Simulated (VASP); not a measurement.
Ta: single point with PBEsol-based screened hybrid with 25 % exact exchange

Crystal: Ta.

```
Ta
1.0
    -1.65144    1.65144    1.65144
     1.65144   -1.65144    1.65144
     1.65144    1.65144   -1.65144
Ta
1
Direct
  0.00000 0.00000 0.00000
```

* Program: VASP 6.6.1
* Task: single point
* Functional: PBEsol-based screened hybrid with 25 % exact exchange
* Potentials or basis: VASP PAW PBE potentials, release 64 (Ta_pv)
* Cutoff: 520 eV
* k mesh: 6 × 6 × 6
* Occupations: fermi-dirac, width 0.05 eV
* Spin: no spin polarisation
* Dipole correction: no
* Grid for exact exchange (PRECFOCK): Normal
* Share of exact exchange: 0.25
* Further INCAR settings: ALGO = Normal; EDIFF = 1e-07; NBANDS = 12
* Screening parameter: 0.207 1/Å

The pressure is -1.2 GPa and the band gap on the k mesh is zero (an odd number of electrons rules out a gap without spin polarisation).

Levels at points of the mesh, in eV from the Fermi level:
```csv
k point,band 1,band 2,band 3,band 4,band 5,band 6,band 7,band 8,band 9,band 10
"(0.00, 0.00, 0.00)",-35.29,-35.29,-35.29,-8.87,1.33,1.33,1.33,4.96,4.96,16.20
"(0.50, 0.00, 0.00)",-36.62,-35.70,-35.29,-4.87,-1.62,1.58,4.81,5.87,8.85,12.97
"(0.50, 0.50, 0.50)",-36.18,-36.18,-36.18,-4.22,-4.22,7.84,7.84,7.84,9.56,9.56
```

It took 5.8 min on 1 thread of Intel(R) Xeon(R) Platinum 8488C (Sapphire Rapids), on a shared host, peak memory 0.24 GiB.

Caveat: the k points lie up to 0.45 Å⁻¹ apart, too coarse for converged energies and pressures of a metal; the PAW data sets were made with another functional, which shifts forces and pressure a little; spin-orbit coupling is left out, which moves the levels of the heavy elements.
